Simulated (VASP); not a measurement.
# Be3ZnSe4 (Pmm2) in VASP: single point with PBE

Aim: the single point of Be3ZnSe4 with PBE.

Everything below comes from runs of VASP 6.6.1. Logs are shortened: lines on timing, memory, paths and dates and some standing lists are left out, and cuts for length are marked.

**1. The cell of the first run**

It takes space group Pmm2 (No. 25, orthorhombic). Conventional cell: a = 3.748 Å, b = 7.524 Å, c = 5.327 Å, α = 90.00°, β = 90.00°, γ = 90.00°. Be (site symmetry mm2) has 4 Se at 2.23 to 2.28 Å within 3.0 Å. Be (site symmetry m) has 4 Se at 2.25 to 2.28 Å within 3.0 Å. Within 3.2 Å of Zn (site symmetry mm2) lie 4 Se at 2.43 to 2.45 Å. Se (site symmetry m) has 3 Be at 2.23 to 2.26 Å and 1 Zn at 2.45 Å within 3.0 Å. Within 3.0 Å of Se (site symmetry mm2) lie 2 Be at 2.25 Å and 2 Zn at 2.43 Å. Se (site symmetry mm2) has 4 Be at 2.28 Å within 3.0 Å.

**2. Single point, PBE**

File INCAR:

```
SYSTEM = Be3ZnSe4
PREC = Accurate
ENCUT = 520
EDIFF = 1E-6
ISMEAR = 0
SIGMA = 0.1
LREAL = .FALSE.
LASPH = .TRUE.
NELM = 80
ALGO = Normal
ISIF = 2
LWAVE = .FALSE.
LCHARG = .FALSE.
GGA = PE
NBANDS = 31
```

File KPOINTS:

```
regular mesh
0
G
  4 2 4
  0 0 0
```

File POSCAR:

```
Be3ZnSe4
1.0
    3.7476949000      0.0000000000      0.0000000000
    0.0000000000      7.5240339000      0.0000000000
    0.0000000000      0.0000000000      5.3274729000
Be Zn Se
3 1 4
Direct
    0.0000000000      0.5000000000      0.0030870000
    0.5000000000      0.7400880000      0.5001720000
    0.5000000000      0.2599120000      0.5001720000
    0.0000000000      0.0000000000      0.0006600000
    0.0000000000      0.2669960000      0.2628320000
    0.0000000000      0.7330040000      0.2628320000
    0.5000000000      0.0000000000      0.7099910000
    0.5000000000      0.5000000000      0.7602540000
```

Potentials or basis: VASP PAW PBE potentials, release 64 (Be, Zn, Se).

On the command line:

```console
cat potpaw_PBE.64/Be/POTCAR potpaw_PBE.64/Zn/POTCAR potpaw_PBE.64/Se/POTCAR > POTCAR
mpirun -np 1 vasp_std > vasp.out
```

OUTCAR:

```text
SYSTEM = Be3ZnSe4
   PREC = Accurate
   ENCUT = 520
   EDIFF = 1E-6
   ISMEAR = 0
   LREAL = .FALSE.
   LASPH = .TRUE.
   NELM = 80
   ISIF = 2
   GGA = PE

 ion  position               nearest neighbor table
   1  0.000  0.500  0.003-   5 2.23   6 2.23   8 2.28   8 2.28
   2  0.500  0.740  0.500-   7 2.25   6 2.26   6 2.26   8 2.28
   3  0.500  0.260  0.500-   7 2.25   5 2.26   5 2.26   8 2.28
   4  0.000  0.000  0.001-   7 2.43   7 2.43   5 2.45   6 2.45
   5  0.000  0.267  0.263-   1 2.23   3 2.26   3 2.26   4 2.45
   6  0.000  0.733  0.263-   1 2.23   2 2.26   2 2.26   4 2.45
   7  0.500  0.000  0.710-   2 2.25   3 2.25   4 2.43   4 2.43
   8  0.500  0.500  0.760-   2 2.28   3 2.28   1 2.28   1 2.28

  LATTYP: Found a simple orthorhombic cell.
 ALAT       =     3.7476949000
 B/A-ratio  =     1.4215332470
 C/A-ratio  =     2.0076431248

  Lattice vectors:

 A1 = (  -3.7476949000,   0.0000000000,   0.0000000000)
 A2 = (   0.0000000000,   0.0000000000,   5.3274729000)
 A3 = (   0.0000000000,   7.5240339000,   0.0000000000)

Analysis of symmetry for initial positions (statically):
=====================================================================
 Subroutine PRICEL returns:
 Original cell was already a primitive cell.

 Routine SETGRP: Setting up the symmetry group for a
 simple orthorhombic supercell.

 Subroutine GETGRP returns: Found  4 space group operations
 (whereof  4 operations were pure point group operations)
 out of a pool of  8 trial point group operations.

The static configuration has the point symmetry C_2v.

Analysis of symmetry for dynamics (positions and initial velocities):
=====================================================================
 Subroutine PRICEL returns:
 Original cell was already a primitive cell.

 Routine SETGRP: Setting up the symmetry group for a
 simple orthorhombic supercell.

 Subroutine GETGRP returns: Found  4 space group operations
 (whereof  4 operations were pure point group operations)
 out of a pool of  8 trial point group operations.

The dynamic configuration has the point symmetry C_2v.

 Subroutine INISYM returns: Found  4 space group operations
 (whereof  4 operations are pure point group operations),
 and found     1 'primitive' translations

----------------------------------------------------------------------------------------

                                     Primitive cell

  volume of cell :     150.2229

  direct lattice vectors                    reciprocal lattice vectors
     3.747694900  0.000000000  0.000000000     0.266830686  0.000000000  0.000000000
     0.000000000  7.524033900  0.000000000     0.000000000  0.132907429  0.000000000
     0.000000000  0.000000000  5.327472900     0.000000000  0.000000000  0.187706258

  length of vectors
     3.747694900  7.524033900  5.327472900     0.266830686  0.132907429  0.187706258

  position of ions in fractional coordinates (direct lattice)
     0.000000000  0.500000000  0.003087000
     0.500000000  0.740088000  0.500172000
     0.500000000  0.259912000  0.500172000
     0.000000000  0.000000000  0.000660000
     0.000000000  0.266996000  0.262832000
     0.000000000  0.733004000  0.262832000
     0.500000000  0.000000000  0.709991000
     0.500000000  0.500000000  0.760254000

  ion indices of the primitive-cell ions
   primitive index   ion index
                 1           1
                 2           2
                 3           3
                 4           4
                 5           5
                 6           6
                 7           7
                 8           8

----------------------------------------------------------------------------------------

 KPOINTS: regular mesh

Automatic generation of k-mesh.
 Grid dimensions read from file:
 generate k-points for:    4    2    4

 Generating k-lattice:

  Cartesian coordinates                     Fractional coordinates (reciprocal lattice)
     0.066707671  0.000000000  0.000000000     0.250000000  0.000000000  0.000000000
     0.000000000  0.066453714  0.000000000     0.000000000  0.500000000  0.000000000
     0.000000000  0.000000000  0.046926564     0.000000000  0.000000000  0.250000000

  Length of vectors
     0.066707671  0.066453714  0.046926564

  Shift w.r.t. Gamma in fractional coordinates (k-lattice)
     0.000000000  0.000000000  0.000000000

 Subroutine IBZKPT returns following result:
 ===========================================

 Found     18 irreducible k-points:

 Following reciprocal coordinates:
            Coordinates               Weight
  0.000000  0.000000  0.000000      1.000000
  0.250000  0.000000  0.000000      2.000000
  0.500000  0.000000  0.000000      1.000000
  0.000000  0.500000  0.000000      1.000000
  0.250000  0.500000  0.000000      2.000000
  0.500000  0.500000  0.000000      1.000000
[... 10 lines left out ...]
  0.250000  0.500000  0.500000      2.000000
  0.500000  0.500000  0.500000      1.000000
   k-points           NKPTS =     18   k-points in BZ     NKDIM =     18   number of bands    NBANDS=     31
   number of dos      NEDOS =    301   number of ions     NIONS =      8
   total plane-waves  NPLWV =  62720
   dimension x,y,z NGX =    28 NGY =   56 NGZ =   40
   dimension x,y,z NGXF=    56 NGYF=  112 NGZF=   80
   ions per type =               3   1   4
   NGX,Y,Z   is equivalent  to a cutoff of  12.42, 12.37, 12.48 a.u.
   NGXF,Y,Z  is equivalent  to a cutoff of  24.84, 24.75, 24.96 a.u.
 SYSTEM =  Be3ZnSe4
   PREC   = accura    normal or accurate (medium, high low for compatibility)
   ISTART =      0    job   : 0-new  1-cont  2-samecut
   ICHARG =      2    charge: 1-file 2-atom 10-const
   ISPIN  =      1    spin polarized calculation?
   LNONCOLLINEAR =      F non collinear calculations
   LSORBIT =      F    spin-orbit coupling
   LASPH  =      T    aspherical Exc in radial PAW
   ENCUT  =  520.0 eV  38.22 Ry    6.18 a.u.   6.97 13.99  9.91*2*pi/ulx,y,z
   NELM   =     80;   NELMIN=  2; NELMDL= -5     # of ELM steps
   EDIFF  = 0.1E-05   stopping-criterion for ELM
   LREAL  =      F    real-space projection
   EDIFFG = 0.1E-04   stopping-criterion for IOM
   NSW    =      0    number of steps for IOM
   IBRION =     -1    ionic relax: 0-MD 1-quasi-New 2-CG
   NFREE  =      0    steps in history (QN), initial steepest desc. (CG)
   ISIF   =      2    stress and relaxation
   ISYM   =      2    0-nonsym 1-usesym 2-fastsym
   POTIM  = 0.5000    time-step for ionic-motion
   TEBEG  =    0.0;   TEEND  =   0.0 temperature during run
   PSTRESS=    0.0 pullay stress
   NELECT =      42.0000    total number of electrons
   NUPDOWN=      -1.0000    fix difference up-down
   EMIN   =  10.00;   EMAX   =-10.00  energy-range for DOS
   EFERMI =   0.00;   METHOD = LEGACY
   ISMEAR =     0;   SIGMA  =   0.10  broadening in eV -4-tet -1-fermi 0-gaus
   EFERMI_NEDOS =   21; number of points for ismear=-14 and -15
   IALGO  =     38    algorithm
   IMIX   =      4    mixing-type and parameters
     AMIX     =   0.40;   BMIX     =  1.00
     AMIX_MAG =   1.60;   BMIX_MAG =  1.00
  volume/ion in A,a.u.               =      18.78       126.72
  Fermi-wavevector in a.u.,A,eV,Ry     =   1.070482  2.022917 15.591334  1.145931
  Thomas-Fermi vector in A             =   2.206193
   LORBIT       =      0    0 simple, 1 ext, 2 COOP (PROOUT), +10 PAW based schemes
   GGA     = PE    functional components
   LHFCALC =     F    Hartree Fock is set to
   AEXX    =    0.0000 exact exchange contribution
   IVDW    =     0    specifies the selected vdW correction
   LEPSILON=     F    determine dielectric tensor
   LRPA    =     F    only Hartree local field effects (RPA)
 non-spin polarized calculation
 Gauss-broadening in eV      SIGMA  =   0.10
  energy-cutoff  :      520.00
  volume of cell :      150.22
 maximum number of plane-waves:      4072
 NGX is ok and might be reduce to    28
   NGX = 13   NGY = 27   NGZ = 19

 number of electron      42.0000030 magnetization

 Free energy of the ion-electron system (eV)
  ---------------------------------------------------
  ext. energy  EPLUGINS =         0.00000000
  ---------------------------------------------------
  free energy    TOTEN  =       -32.35888254 eV

  energy without entropy =      -32.35888254  energy(sigma->0) =      -32.35888254

 E-fermi :   3.3184     XC(G=0):  -9.3381

 val. band max:        2.8270866932   @ k =   0.0000   0.0000   0.0000
 cond. band min:       5.3423184644   @ k =   0.0000   0.0000   0.0000
 fundamental gap:      2.5152317712
 Fermi energy:         3.3183617229

 k-point     1 :       0.0000    0.0000    0.0000
  band No.  band energies     occupation
      1     -10.8413      2.00000
      2      -9.7397      2.00000
      3      -9.7300      2.00000
      4      -9.2935      2.00000
      5      -3.6211      2.00000
      6      -3.6049      2.00000
[... 23 lines left out ...]
     30       9.4522      0.00000
     31       9.6444      0.00000

 k-point     2 :       0.2500    0.0000    0.0000
  band No.  band energies     occupation
      1     -10.4955      2.00000
      2      -9.5354      2.00000
      3      -9.5315      2.00000
      4      -9.3148      2.00000
      5      -3.6571      2.00000
      6      -3.5675      2.00000
[... 23 lines left out ...]
     30       9.2279      0.00000
     31       9.4674      0.00000

 k-point     3 :       0.5000    0.0000    0.0000
  band No.  band energies     occupation
      1      -9.7864      2.00000
      2      -9.7019      2.00000
      3      -9.3072      2.00000
      4      -9.2956      2.00000
      5      -3.5940      2.00000
      6      -3.5846      2.00000
[... 23 lines left out ...]
     30       9.7529      0.00000
     31      10.2848      0.00000

 k-point     4 :       0.0000    0.5000    0.0000
  band No.  band energies     occupation
      1     -10.5533      2.00000
      2     -10.4272      2.00000
      3      -9.3178      2.00000
      4      -9.3130      2.00000
      5      -3.6048      2.00000
      6      -3.5900      2.00000
[... 23 lines left out ...]
     30       9.0195      0.00000
     31       9.3674      0.00000

 k-point     5 :       0.2500    0.5000    0.0000
  band No.  band energies     occupation
      1     -10.2362      2.00000
      2     -10.1127      2.00000
      3      -9.2835      2.00000
      4      -9.2688      2.00000
      5      -3.6469      2.00000
      6      -3.5744      2.00000
[... 23 lines left out ...]
     30       9.7241      0.00000
     31       9.8979      0.00000
[... 338 lines left out ...]
     30       9.6576      0.00000
     31       9.7677      0.00000

 k-point    16 :       0.0000    0.5000    0.5000
  band No.  band energies     occupation
      1     -10.0642      2.00000
      2     -10.0384      2.00000
      3      -9.9158      2.00000
      4      -9.7591      2.00000
      5      -3.6703      2.00000
      6      -3.6282      2.00000
[... 23 lines left out ...]
     30       9.2918      0.00000
     31       9.4035      0.00000

 k-point    17 :       0.2500    0.5000    0.5000
  band No.  band energies     occupation
      1      -9.8535      2.00000
      2      -9.8068      2.00000
      3      -9.7067      2.00000
      4      -9.5814      2.00000
      5      -3.5920      2.00000
      6      -3.5869      2.00000
[... 23 lines left out ...]
     30       9.6543      0.00000
     31       9.7962      0.00000

 k-point    18 :       0.5000    0.5000    0.5000
  band No.  band energies     occupation
      1      -9.6130      2.00000
      2      -9.4933      2.00000
      3      -9.4686      2.00000
      4      -9.4367      2.00000
      5      -3.5292      2.00000
      6      -3.5291      2.00000
[... 23 lines left out ...]
     30      10.0013      0.00000
     31      10.4505      0.00000

------------------------ aborting loop because EDIFF is reached ----------------------------------------

  FORCE on cell =-STRESS in cart. coord.  units (eV):
  Direction    XX          YY          ZZ          XY          YZ          ZX
  --------------------------------------------------------------------------------------
  -------------------------------------------------------------------------------------
  Total        0.4501023      0.5071918     -0.0661609      0.0000000      0.0000000      0.0000000
  in kB        4.8004903      5.4093691     -0.7056282      0.0000000      0.0000000      0.0000000
  external PRESSURE =       3.1680771 kB  Pullay stress =       0.0000000 kB

 VOLUME and BASIS-vectors are now :
 -----------------------------------------------------------------------------
  energy-cutoff  :      520.00
  volume of cell :      150.22
      direct lattice vectors                 reciprocal lattice vectors
     3.747694900  0.000000000  0.000000000     0.266830686  0.000000000  0.000000000
     0.000000000  7.524033900  0.000000000     0.000000000  0.132907429  0.000000000
     0.000000000  0.000000000  5.327472900     0.000000000  0.000000000  0.187706258

 POSITION                                       TOTAL-FORCE (eV/Angst)
 -----------------------------------------------------------------------------------
      0.00000      3.76202      0.01645         0.000000      0.000000     -0.005873
      1.87385      5.56845      2.66465         0.000000      0.011897     -0.000104
      1.87385      1.95559      2.66465         0.000000     -0.011897     -0.000104
      0.00000      0.00000      0.00352         0.000000      0.000000      0.006943
      0.00000      2.00889      1.40023         0.000000     -0.011242      0.018999
      0.00000      5.51515      1.40023         0.000000      0.011242      0.018999
      1.87385      0.00000      3.78246         0.000000      0.000000     -0.043959
      1.87385      3.76202      4.05023         0.000000      0.000000      0.005100
 -----------------------------------------------------------------------------------
    total drift:                               -0.000000     -0.000000     -0.000495

  FREE ENERGIE OF THE ION-ELECTRON SYSTEM (eV)
  ---------------------------------------------------
  free  energy   TOTEN  =       -32.3588825450 eV

  energy  without entropy=      -32.3588825450  energy(sigma->0) =      -32.35888254
```

Run time: 46 s. Hardware: 1 thread of AMD EPYC 9R45 (Zen 5), shared host; peak memory 0.24 GiB.

Results:

| Item | Value |
| --- | --- |
| Free energy | -32.3589 eV |
| Pressure | 0.3 GPa |
| Largest force | 0.044 eV/Å |
| Band gap on the k mesh | 2.52 eV, direct |

Forces on the atoms (eV/Å):
```
Be   0.000  0.000 -0.006
Be   0.000  0.012  0.000
Be   0.000 -0.012  0.000
Zn   0.000  0.000  0.007
Se   0.000 -0.011  0.019
Se   0.000  0.011  0.019
Se   0.000  0.000 -0.044
Se   0.000  0.000  0.005
```

Stress tensor (GPa, compression positive):
```
 0.48  0.00  0.00
 0.00  0.54  0.00
 0.00  0.00 -0.07
```
